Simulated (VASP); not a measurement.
BaS: single point with PBE

The system is BaS.

```xyz
2
Lattice="0.0000 3.1575 3.1575 3.1575 0.0000 3.1575 3.1575 3.1575 0.0000" Properties=species:S:1:pos:R:3 pbc="T T T"
Ba    0.0000    0.0000    0.0000
S     3.1575    3.1575    3.1575
```

This cell differs from its parent crystal: volume changed by -5%.

```
Program             : VASP 6.6.1
Task                : single point
Functional          : PBE
Potentials or basis : VASP PAW PBE potentials, release 64 (Ba_sv, S)
Cutoff              : 520 eV
k mesh              : 4 × 4 × 4
Occupations         : gaussian, width 0.01 eV
Spin                : no spin polarisation
```

```
Pressure               : 3.2 GPa
Band gap on the k mesh : 2.04 eV, indirect (least direct gap 2.16 eV)
```

Levels at points of the mesh, in eV from the valence-band top:
```csv
k point,band 5,band 6,band 7,band 8,band 9,band 10,band 11,band 12
"(0.00, 0.00, 0.00)",-10.41,0.00,0.00,0.00,3.77,3.86,3.86,3.86
"(0.50, 0.00, 0.00)",-9.01,-2.01,-1.16,-1.16,5.66,5.79,6.43,6.43
"(0.50, 0.50, 0.00)",-10.33,-0.48,-0.12,-0.12,2.04,6.01,6.23,7.67
```

It took 18 s on 1 thread of Intel Xeon 8259CL, on a shared host, peak memory 0.2 GiB.

Caveat: the k points lie up to 0.43 Å⁻¹ apart; spin-orbit coupling is left out, which moves the levels of the heavy elements. A k mesh can miss the band edges.
